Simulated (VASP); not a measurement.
Here is a VASP 6.6.1 calculation.

INCAR

```
PREC = Accurate
ENCUT = 600
EDIFF = 1E-6
ISMEAR = 0
SIGMA = 0.1
LREAL = F
LASPH = T
NELM = 80
ALGO = Normal
ISIF = 3
LWAVE = F
LCHARG = F
IBRION = 2
NSW = 60
EDIFFG = -0.03
PSTRESS = 300.0
```

The input KPOINTS:

```
Automatic mesh
0
Gamma
  6 6 6
```

Contents of POSCAR:

```
Cd
1.0
    0.0000000000      3.0400000000      3.0400000000
    3.0400000000      0.0000000000      3.0400000000
    3.0400000000      3.0400000000      0.0000000000
Cd
2
Direct
    0.0000000000      0.0000000000      0.0000000000
    0.2500000000      0.2500000000      0.2500000000
```

Potentials or basis: VASP PAW LDA potentials, release 64 (Cd).

Command:

```bash
$ cat potpaw_LDA.64/Cd/POTCAR > POTCAR
$ mpirun -np 1 vasp_std > vasp.out
```

Problem. What does it give for the space group after relaxing (to 0.05 Å)?

Solution. Fd-3m (No. 227).

Problem. What does it give for the relaxed volume?

Solution. 22.00 Å³/atom.

Problem. What does it give for the band gap on the k mesh?

Solution. Zero (band 12 reaches 9.64 eV, above the bottom of band 13 at 1.32 eV).

Problem. What does it give for the relaxed cell?

Solution. a = 3.963 Å, b = 3.963 Å, c = 3.963 Å, α = 60.00°, β = 60.00°, γ = 60.00°.

Final structure:
```xyz
2
Lattice="0.0000 2.8020 2.8020 2.8020 0.0000 2.8020 2.8020 2.8020 0.0000" Properties=species:S:1:pos:R:3 pbc="T T T"
Cd    0.0000    0.0000    0.0000
Cd    1.4010    1.4010    1.4010
```

Caveat: the cell is relaxed towards a set pressure, so the enthalpy falls and the energy may rise; the volume moved by over 15 % at a fixed basis, so the end points are rough.
